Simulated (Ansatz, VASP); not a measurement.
# Ge: VASP beside Ansatz

```
Ge
1.0
    -2.65172    2.65172    1.41837
     2.65172   -2.65172    1.41837
     2.65172    2.65172   -1.41837
Ge
2
Cartesian
  2.6517 0.0000 0.7092
  0.0000 0.0000 1.4184
```

Change from the starting cell: strain +0.030 along x and y, +0.015 along z, atoms carried along.

Alike in both runs: task single point; functional PBEsol; k mesh 20 × 20 × 20; occupations gaussian, width 0.15 eV; no spin polarisation.

```csv
,VASP,Ansatz
version,VASP 6.6.1,Ansatz 0.2.0
potentials or method,"VASP PAW PBE potentials, release 64 (Ge_d), cutoff 520 eV","scalar-relativistic, plane waves, PAW"
valence electrons in the cell,28,28
```

VASP gave:

* gap on the k mesh at the Fermi level (eV): none
* pressure (GPa): -5.5
* traceless stress, the component that is largest in VASP (GPa): 1.04

Problem. What did Ansatz give for the same quantities?

Solution. gap on the k mesh at the Fermi level (eV): none; pressure (GPa): -5.4; traceless stress, the component that is largest in VASP (GPa): 1.02.

VASP's potentials were made for PBE, not for PBEsol. A gap of «none» marks a metal or a gap that the smearing closes. The functional is the same, so the differences come from potentials, cutoffs and numerics.
